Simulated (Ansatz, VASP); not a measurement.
## Se in VASP and in Ansatz

```
Se
1.0
     4.36620    0.02183    0.02183
    -2.16419    3.77032    0.00799
     0.02477    0.02477    4.95360
Se
3
Direct
  0.22540 0.00000 0.33333
  0.00000 0.22540 0.66667
  0.77460 0.77460 0.00000
```

Change from the starting cell: equal xy, yz and zx shear strains of +1 %.

Alike in both runs: task single point; functional PBE; k mesh 6 × 6 × 5; occupations fermi-dirac, width 0.03 eV; no spin polarisation.

|  | VASP | Ansatz |
| --- | --- | --- |
| version | VASP 6.6.1 | Ansatz 0.2.0 |
| potentials or method | VASP PAW PBE potentials, release 64 (Se), cutoff 520 eV | all-electron LAPW, scalar-relativistic |

```tsv
	VASP	Ansatz	Ansatz less VASP
gap on the k mesh at the Fermi level (eV)	1.25	1.26	+0.007
pressure (GPa)	2.9	2.8	-0.14
traceless stress, the component that is largest in VASP (GPa)	1.22	1.17	-0.052
rms of the force components (eV/Å)	0.271	0.250	-0.0212
```

Atom by atom the forces differ by 0.022 eV/Å (rms over components). Ansatz ran all-electron here, and VASP with PAW potentials.
